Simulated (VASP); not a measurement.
# Si in VASP: a series of runs

The runs below take Si through relaxation of cell and atoms, single point, with HSE06, PBEsol-based global hybrid with 25 % exact exchange, LDA, PBE.

All numbers are computed with VASP 6.6.1; they aren't measurements. Logs are shortened: lines on timing, memory, paths and dates and some standing lists are left out, and cuts for length are marked.

### Step 1. The cell of the first run

The typed cell holds 1 atom: a = 2.663 Å, b = 2.615 Å, c = 2.488 Å, α = 88.18°, β = 90.31°, γ = 122.18°.

### Step 2. Relaxation of cell and atoms, HSE06

Input file POSCAR:

```
Si
1.0
    2.6622503000     -0.0362423300     -0.0068309500
   -1.3625119300      2.2317606800      0.0418965100
   -0.0064290300      0.0418196400      2.4877607300
Si
1
Direct
    0.0000000000      0.0000000000      0.0000000000
```

Input file INCAR.step1:

```
PREC = Accurate
ENCUT = 600
EDIFF = 1E-5
ISMEAR = -1
SIGMA = 0.05
LREAL = F
LASPH = T
NELM = 60
ALGO = Normal
LWAVE = T
LCHARG = F
GGA = PE
NBANDS = 8
```

Input file INCAR.step2:

```
PREC = Accurate
ENCUT = 600
EDIFF = 1E-6
ISMEAR = -1
SIGMA = 0.05
LREAL = F
LASPH = T
NELM = 60
ALGO = Normal
ISIF = 3
LWAVE = F
LCHARG = F
GGA = PE
LHFCALC = T
HFSCREEN = 0.2079
PRECFOCK = Normal
IBRION = 2
NSW = 60
EDIFFG = -0.01
ISTART = 1
```

Input file KPOINTS:

```
regular mesh
0
Gamma
  6 6 6
```

Potentials or basis: VASP PAW PBE potentials, release 64 (Si).

Run with:

```
$ cat potpaw_PBE.64/Si/POTCAR > POTCAR
$ cp INCAR.step1 INCAR
$ mpirun -np 1 vasp_std > vasp.out
$ cp INCAR.step2 INCAR
$ mpirun -np 1 vasp_std > vasp.out
```

OUTCAR:

```text
PREC = Accurate
   ENCUT = 600
   EDIFF = 1E-6
   ISMEAR = -1
   LREAL = F
   LASPH = T
   NELM = 60
   ISIF = 3
   GGA = PE
   LHFCALC = T
   HFSCREEN = 0.2079
   PRECFOCK = Normal
   IBRION = 2
   NSW = 60
   EDIFFG = -0.01
   ISTART = 1

 ion  position               nearest neighbor table
   1  0.000  0.000  0.000-

  LATTYP: Found a triclinic cell.
 ALAT       =     5.6530171342
 B/A-ratio  =     1.2840584043
 C/A-ratio  =     0.9813645022
 COS(alpha) =     0.0042407244
 COS(beta)  =     0.6875176470
 COS(gamma) =     0.7262179173

  Lattice vectors:

 A1 = (  -1.2868803100,  -2.2791576300,  -5.0105870200)
 A2 = (  -1.2305357800,  -6.6646170200,  -2.5997883600)
 A3 = (  -1.3496538700,   2.1481214000,  -4.9336249500)

Analysis of symmetry for initial positions (statically):
=====================================================================
 Subroutine PRICEL returns:
 Original cell was already a primitive cell.

 Routine SETGRP: Setting up the symmetry group for a
 triclinic supercell.

 Subroutine GETGRP returns: Found  2 space group operations
 (whereof  2 operations were pure point group operations)
 out of a pool of  2 trial point group operations.

The static configuration has the point symmetry S_2 .

Analysis of symmetry for dynamics (positions and initial velocities):
=====================================================================
 Subroutine PRICEL returns:
 Original cell was already a primitive cell.

 Routine SETGRP: Setting up the symmetry group for a
 triclinic supercell.

 Subroutine GETGRP returns: Found  2 space group operations
 (whereof  2 operations were pure point group operations)
 out of a pool of  2 trial point group operations.

The dynamic configuration has the point symmetry S_2 .

 Subroutine INISYM returns: Found  2 space group operations
 (whereof  2 operations are pure point group operations),
 and found     1 'primitive' translations

----------------------------------------------------------------------------------------

                                     Primitive cell

  volume of cell :      14.6538

  direct lattice vectors                    reciprocal lattice vectors
     2.662250300 -0.036242330 -0.006830950     0.378763311  0.231293356 -0.002909253
    -1.362511930  2.231760680  0.041896510     0.006133315  0.451963498 -0.007581726
    -0.006429030  0.041819640  2.487760730     0.000936725 -0.006976451  0.402087614

  length of vectors
     2.662505742  2.615138583  2.488120508     0.443809335  0.452068693  0.402149223

  position of ions in fractional coordinates (direct lattice)
     0.000000000  0.000000000  0.000000000

  ion indices of the primitive-cell ions
   primitive index   ion index
                 1           1

----------------------------------------------------------------------------------------

 KPOINTS: regular mesh

Automatic generation of k-mesh.
 Grid dimensions read from file:
 generate k-points for:    6    6    6

 Generating k-lattice:

  Cartesian coordinates                     Fractional coordinates (reciprocal lattice)
     0.063127218  0.038548893 -0.000484875     0.166666667  0.000000000 -0.000000000
     0.001022219  0.075327250 -0.001263621     0.000000000  0.166666667  0.000000000
     0.000156121 -0.001162742  0.067014602     0.000000000  0.000000000  0.166666667

  Length of vectors
     0.073968222  0.075344782  0.067024870

  Shift w.r.t. Gamma in fractional coordinates (k-lattice)
     0.000000000  0.000000000  0.000000000

 Subroutine IBZKPT returns following result:
 ===========================================

 Found    112 irreducible k-points:

 Following reciprocal coordinates:
            Coordinates               Weight
  0.000000  0.000000  0.000000      1.000000
  0.166667  0.000000 -0.000000      2.000000
  0.333333  0.000000  0.000000      2.000000
  0.500000  0.000000 -0.000000      1.000000
 -0.000000  0.166667  0.000000      2.000000
  0.166667  0.166667  0.000000      2.000000
[... 16 lines left out ...]
  0.333333  0.000000  0.166667      2.000000
  0.500000  0.000000  0.166667      2.000000
 [... further k-points ...]
   k-points           NKPTS =    112   k-points in BZ     NKDIM =    216   number of bands    NBANDS=      6
   number of dos      NEDOS =    301   number of ions     NIONS =      1
   total plane-waves  NPLWV =  11520
   dimension x,y,z NGX =    24 NGY =   24 NGZ =   20
   dimension x,y,z NGXF=    48 NGYF=   48 NGZF=   40
   ions per type =               1
   NGX,Y,Z   is equivalent  to a cutoff of  14.99, 15.26, 13.36 a.u.
   NGXF,Y,Z  is equivalent  to a cutoff of  29.97, 30.51, 26.73 a.u.
 SYSTEM =  unknown system
   PREC   = accura    normal or accurate (medium, high low for compatibility)
   ISTART =      1    job   : 0-new  1-cont  2-samecut
   ICHARG =      0    charge: 1-file 2-atom 10-const
   ISPIN  =      1    spin polarized calculation?
   LNONCOLLINEAR =      F non collinear calculations
   LSORBIT =      F    spin-orbit coupling
   LASPH  =      T    aspherical Exc in radial PAW
   ENCUT  =  600.0 eV  44.10 Ry    6.64 a.u.   5.32  5.22  4.97*2*pi/ulx,y,z
   NELM   =     60;   NELMIN=  2; NELMDL=  0     # of ELM steps
   EDIFF  = 0.1E-05   stopping-criterion for ELM
   LREAL  =      F    real-space projection
   EDIFFG = -.1E-01   stopping-criterion for IOM
   NSW    =     60    number of steps for IOM
   IBRION =      2    ionic relax: 0-MD 1-quasi-New 2-CG
   NFREE  =      1    steps in history (QN), initial steepest desc. (CG)
   ISIF   =      3    stress and relaxation
   ISYM   =      3    0-nonsym 1-usesym 2-fastsym
   POTIM  = 0.5000    time-step for ionic-motion
   TEBEG  =    0.0;   TEEND  =   0.0 temperature during run
   PSTRESS=    0.0 pullay stress
   NELECT =       4.0000    total number of electrons
   NUPDOWN=      -1.0000    fix difference up-down
   EMIN   =  10.00;   EMAX   =-10.00  energy-range for DOS
   EFERMI =   0.00;   METHOD = LEGACY
   ISMEAR =    -1;   SIGMA  =   0.05  broadening in eV -4-tet -1-fermi 0-gaus
   EFERMI_NEDOS =   21; number of points for ismear=-14 and -15
   IALGO  =     38    algorithm
   IMIX   =      1    mixing-type and parameters
     AMIX     =   0.40;   BMIX     =  1.00
     AMIX_MAG =   1.60;   BMIX_MAG =  1.00
  volume/ion in A,a.u.               =      14.65        98.89
  Fermi-wavevector in a.u.,A,eV,Ry     =   1.061967  2.006827 15.344300  1.127774
  Thomas-Fermi vector in A             =   2.197402
   LORBIT       =      0    0 simple, 1 ext, 2 COOP (PROOUT), +10 PAW based schemes
   GGA     = PE    functional components
   LHFCALC =     T    Hartree Fock is set to
   PRECFOCK=normal    Normal, Fast or Accurate (Low or Medium for compatibility)
   ENCUT4O =  -1.0   cutoff for four orbital integrals eV
   NKREDX  =     1    reduce k-point grid by
   NKREDY  =     1    reduce k-point grid by
   NKREDZ  =     1    reduce k-point grid by
   AEXX    =    0.2500 exact exchange contribution
   HFSCREEN=    0.2079 screening length (either q_TF or 0.3 A-1)
   HFSCREENC=   0.2079 screening length for correlation (either q_TF or 0.3 A-1)
   ENCUTFOCK=  -1.0 apply spherical cutoff to Coloumb kernel
   IVDW    =     0    specifies the selected vdW correction
   LEPSILON=     F    determine dielectric tensor
   LRPA    =     F    only Hartree local field effects (RPA)
 conjugate gradient relaxation of ions
 non-spin polarized calculation
  energy-cutoff  :      600.00
  volume of cell :       14.65
 maximum number of plane-waves:       498
 NGX is ok and might be reduce to    24
  NGX = 16; NGY = 16; NGZ = 16

--------------------------------------- Ionic step        1  -------------------------------------------

 number of electron       4.0000000 magnetization

 Free energy of the ion-electron system (eV)
  ---------------------------------------------------
  ext. energy  EPLUGINS =         0.00000000
  ---------------------------------------------------
  free energy    TOTEN  =        -5.84771034 eV

  energy without entropy =       -5.84541206  energy(sigma->0) =       -5.84656120

 E-fermi :  10.2607     XC(G=0):  -9.1189

 val. band max:       10.2416776777   @ k =   0.3333  -0.3333   0.3333
 cond. band min:      10.4554810553   @ k =   0.5000   0.1667   0.5000
 fundamental gap:      0.2138033777
 Fermi energy:        10.2606509763

 k-point     1 :       0.0000    0.0000    0.0000
  band No.  band energies     occupation
      1      -6.3200      2.00000
      2      17.8328      0.00000
      3      18.1572      0.00000
      4      20.7541      0.00000
      5      21.9828      0.00000
      6      22.3196      0.00000

 k-point     2 :       0.1667    0.0000   -0.0000
  band No.  band energies     occupation
      1      -5.4461      2.00000
      2      14.4937      0.00000
      3      18.1049      0.00000
      4      18.8749      0.00000
      5      19.1772      0.00000
      6      23.2990      0.00000
[... 190 lines left out ...]
 k-point    24 :       0.5000    0.0000    0.1667
  band No.  band energies     occupation
      1       1.8308      2.00000
      2       2.5779      2.00000
      3      16.0026      0.00000
      4      16.2947      0.00000
      5      20.0837      0.00000
      6      20.8550      0.00000

 [... further k-points ...]
[... 5 lines left out ...]
  --------------------------------------------------------------------------------------
  -------------------------------------------------------------------------------------
  Total        1.0736502     -0.4032551     -0.4061327     -0.2229924     -0.4276595     -0.1171480
  in kB      117.3875764    -44.0899080    -44.4045356    -24.3808828    -46.7581616    -12.8083748
  external PRESSURE =       9.6310443 kB  Pullay stress =       0.0000000 kB
[... 86 lines left out ...]
  FREE ENERGIE OF THE ION-ELECTRON SYSTEM (eV)
  ---------------------------------------------------
  free  energy   TOTEN  =        -5.8839818489 eV

  energy  without entropy=       -5.8822812584  energy(sigma->0) =       -5.88313155

[... ionic steps 4 to 13 ...]

--------------------------------------- Ionic step       14  -------------------------------------------

 number of electron       4.0000000 magnetization

------------------------ aborting loop because EDIFF is reached ----------------------------------------

  FORCE on cell =-STRESS in cart. coord.  units (eV):
  Direction    XX          YY          ZZ          XY          YZ          ZX
  --------------------------------------------------------------------------------------
  -------------------------------------------------------------------------------------
  Total        0.0006887     -0.0061489      0.0145902     -0.0047832      0.0034495      0.0032705
  in kB        0.0735064     -0.6563144      1.5573141     -0.5105459      0.3681884      0.3490809
  external PRESSURE =       0.3248354 kB  Pullay stress =       0.0000000 kB
[... 55 lines left out ...]
  energy  without entropy=       -5.8960876653  energy(sigma->0) =       -5.89731767

--------------------------------------- Ionic step       16  -------------------------------------------

 number of electron       4.0000000 magnetization

 Free energy of the ion-electron system (eV)
  ---------------------------------------------------
  ext. energy  EPLUGINS =         0.00000000
  ---------------------------------------------------
  free energy    TOTEN  =        -5.89855418 eV

  energy without entropy =       -5.89603698  energy(sigma->0) =       -5.89729558

 E-fermi :   9.5511     XC(G=0):  -9.0379

 val. band max:        9.5470804241   @ k =  -0.1667  -0.1667   0.1667
 cond. band min:       9.5533779572   @ k =   0.1667  -0.3333   0.1667
 fundamental gap:      0.0062975332
 Fermi energy:         9.5511349878

 k-point     1 :       0.0000    0.0000    0.0000
  band No.  band energies     occupation
      1      -6.4007      2.00000
      2      17.7787      0.00000
      3      18.7723      0.00000
      4      18.8514      0.00000
      5      20.1956      0.00000
      6      20.4985      0.00000

 k-point     2 :       0.1667    0.0000   -0.0000
  band No.  band energies     occupation
      1      -5.6214      2.00000
      2      12.6608      0.00000
      3      17.6056      0.00000
      4      19.3940      0.00000
      5      19.4735      0.00000
      6      23.7042      0.00000
[... 190 lines left out ...]
 k-point    24 :       0.5000    0.0000    0.1667
  band No.  band energies     occupation
      1       0.5891      2.00000
      2       2.1854      2.00000
      3      15.9401      0.00000
      4      17.2088      0.00000
      5      20.1530      0.00000
      6      20.9599      0.00000

 [... further k-points ...]
[... 5 lines left out ...]
  --------------------------------------------------------------------------------------
  -------------------------------------------------------------------------------------
  Total        0.0017014     -0.0009705      0.0024711     -0.0032834     -0.0027188      0.0015441
  in kB        0.1815772     -0.1035737      0.2637199     -0.3504118     -0.2901515      0.1647922
  external PRESSURE =       0.1139078 kB  Pullay stress =       0.0000000 kB
[... 16 lines left out ...]
  FREE ENERGIE OF THE ION-ELECTRON SYSTEM (eV)
  ---------------------------------------------------
  free  energy   TOTEN  =        -5.8985541760 eV

  energy  without entropy=       -5.8960369819  energy(sigma->0) =       -5.89729558

 reached required accuracy - stopping structural energy minimisation
```

Run time: 66 min. Hardware: 1 thread of AMD EPYC 9R45 (Zen 5), shared host; peak memory 0.21 GiB.

What came out:

| Item | Value |
| --- | --- |
| Free energy | -5.8986 eV |
| Relaxed volume | 15.01 Å³/atom |
| Relaxed cell | a = 2.856 Å, b = 2.576 Å, c = 2.450 Å, α = 89.93°, β = 90.11°, γ = 123.57° |
| Space group after relaxing (to 0.1 Å) | Cmmm (No. 65) |
| Energy gained by relaxing | 50.8 meV/atom |
| Ionic steps | 16 |
| Pressure after relaxing | 0.0 GPa |
| Band gap on the k mesh | zero (bands 2 and 3 overlap by 12.81 eV) |

Step by step:
| step | energy change (eV) | largest force (eV/Å) | pressure (GPa) | volume (Å³) |
| --- | --- | --- | --- | --- |
| 1 | 0.0000 | 0.0000 | 0.96 | 14.65 |
| 2 | -0.0329 | 0.0000 | 1.42 | 14.81 |
| 3 | -0.0363 | 0.0000 | 1.29 | 14.78 |
| 4 | -0.0441 | 0.0000 | -0.58 | 15.06 |
| 5 | -0.0441 | 0.0000 | -0.40 | 15.03 |
| 6 | -0.0494 | 0.0000 | -0.59 | 15.06 |
| 7 | -0.0491 | 0.0000 | -0.46 | 15.08 |
| 8 | -0.0495 | 0.0000 | -0.55 | 15.07 |
| 9 | -0.0484 | 0.0000 | 0.45 | 14.97 |
| 10 | -0.0505 | 0.0000 | -0.07 | 15.03 |
| 11 | -0.0508 | 0.0000 | -0.05 | 15.02 |
| 12 | -0.0508 | 0.0000 | -0.04 | 15.02 |
| 13 | -0.0508 | 0.0000 | 0.03 | 15.01 |
| 14 | -0.0508 | 0.0000 | 0.03 | 15.01 |
| 15 | -0.0508 | 0.0000 | 0.03 | 15.01 |
| 16 | -0.0508 | 0.0000 | 0.01 | 15.01 |

Final structure:
```
CELL_PARAMETERS angstrom
2.85557 0.00798 -0.00099
-1.43024 2.14228 0.00148
-0.00368 -0.00058 2.44953
ATOMIC_POSITIONS crystal
Si 0.00000 0.00000 0.00000
```

Caveat: the k points lie up to 0.44 Å⁻¹ apart in the final cell, too coarse for converged energies and pressures of a metal; the PAW data sets were made with another functional, which shifts forces and pressure a little.

[end of part 1 of 2]

The gap in the log of VASP goes by the Fermi energy; the results here count the filled bands.